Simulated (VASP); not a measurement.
Input of a VASP 6.6.1 run:

The input INCAR:

```
PREC = Accurate ; ENCUT = 520
EDIFF = 1E-6 ; ISMEAR = 0
SIGMA = 0.1 ; LREAL = False
LASPH = True ; NELM = 150
ALGO = Fast ; ISIF = 2
LWAVE = False ; LCHARG = False
ISPIN = 2 ; MAGMOM = 1 1 1 1 0 0
LORBIT = 11 ; LMAXMIX = 4
GGA = PE ; NBANDS = 51
```

The input KPOINTS:

```
regular mesh
0
Gamma
  4 4 4
```

Contents of POSCAR:

```
Ti2Ge
1.0
    0.0000000000      4.5985867373      4.5985867373
    4.5985867373      0.0000000000      4.5985867373
    4.5985867373      4.5985867373      0.0000000000
Ti Ge
4 2
Direct
    0.5993808589      0.2018574234      0.5993808589
    0.5993808589      0.5993808589      0.5993808589
    0.2018574234      0.5993808589      0.5993808589
    0.5993808589      0.5993808589      0.2018574234
    0.7500000000      0.7500000000      0.7500000000
    0.0000000000      0.0000000000      0.0000000000
```

Potentials or basis: VASP PAW PBE potentials, release 64 (Ti_sv, Ge_d).

Run with:

```sh
$ cat potpaw_PBE.64/Ti_sv/POTCAR potpaw_PBE.64/Ge_d/POTCAR > POTCAR
$ mpirun -np 1 vasp_std > vasp.out
```

Problem. Predict the pressure.

Solution. 1.0 GPa.

Problem. Estimate the net moment.

Solution. 6.23 μB per cell.

Problem. Predict the site moments.

Solution. Ti +1.15; Ge +0.05, -0.14 μB.

Forces in eV/Å, atoms in the order of the input:
```
Ti   0.001 -0.001  0.001
Ti  -0.001 -0.001 -0.001
Ti  -0.001  0.001  0.001
Ti   0.001  0.001 -0.001
Ge   0.000  0.000  0.000
Ge   0.000  0.000  0.000
```
